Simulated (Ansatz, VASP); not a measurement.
# Si3TeW in VASP and in Ansatz

The input INCAR:

```
ALGO = Normal
EDIFF = 1E-6
EDIFFG = -0.04
ENCUT = 600
GGA = PE
IBRION = 2
ISIF = 3
ISMEAR = 0
LASPH = True
LCHARG = False
LREAL = False
LWAVE = False
NELM = 100
NSW = 90
PREC = Accurate
SIGMA = 0.1
```

KPOINTS

```
k-points
0
Gamma
  4 4 4
```

Contents of POSCAR:

```
Si3TeW
1.0
    4.6246206900      0.0000000000      0.0000000000
    0.0000000000      4.6246206900      0.0000000000
    0.0000000000      0.0000000000      4.6246206900
Si Te W
3 1 1
Direct
    0.0000000000      0.5000000000      0.5000000000
    0.5000000000      0.0000000000      0.5000000000
    0.5000000000      0.5000000000      0.0000000000
    0.5000000000      0.5000000000      0.5000000000
    0.0000000000      0.0000000000      0.0000000000
```

Input for Ansatz:

```yaml
crystal:
  lattice:
    - [4.62462069, 0.0, 0.0]
    - [0.0, 4.62462069, 0.0]
    - [0.0, 0.0, 4.62462069]
  atoms:
    - { symbol: Si, position: [0.0, 0.5, 0.5] }
    - { symbol: Si, position: [0.5, 0.0, 0.5] }
    - { symbol: Si, position: [0.5, 0.5, 0.0] }
    - { symbol: Te, position: [0.5, 0.5, 0.5] }
    - { symbol: W, position: [0.0, 0.0, 0.0] }
basis:
  ecutwfc: 420
kpoints:
  mp_grid: { grid: [4, 4, 4] }
hamiltonian:
  xc: pbe
scf:
  occupations: { method: gaussian, width: 0.1 }
  lower_state_search: "off"
output:
  forces: true
  stress: true
  eigenvalues: true
relax:
  adjacent_minimum: "off"
  f_tol: 0.04
  max_steps: 70
  cell: { stress_tol: 0.4 }
```

Alike in both runs: task relaxation of cell and atoms; functional PBE; k mesh 4 × 4 × 4; occupations gaussian, width 0.1 eV; no spin polarisation.

```csv
,VASP,Ansatz
version,VASP 6.6.1,Ansatz 0.2.0
potentials or method,"VASP PAW PBE potentials, release 64 (Si, Te, W_sv), cutoff 600 eV","scalar-relativistic, plane waves, PAW"
valence electrons in the cell,32,42
```

|  | VASP | Ansatz | Ansatz less VASP |
| --- | --- | --- | --- |
| gap on the k mesh at the Fermi level, each at its own relaxed structure (eV) | none | none | - |
| relaxed volume (Å³/atom) | 23.33 | 23.12 | -0.215 |
| relaxed cell length with the largest relative difference (Å) | 4.886 | 4.871 | -0.0150 |

A gap of «none» marks a metal or a gap that the smearing closes. VASP's potentials hold 32 valence electrons a cell and Ansatz's 42, so a difference there can come from the potentials and not from the codes.

Neither program's run includes spin-orbit coupling. Noted on VASP's run: the volume moved by over 15 % at a fixed basis, so the end points are rough.
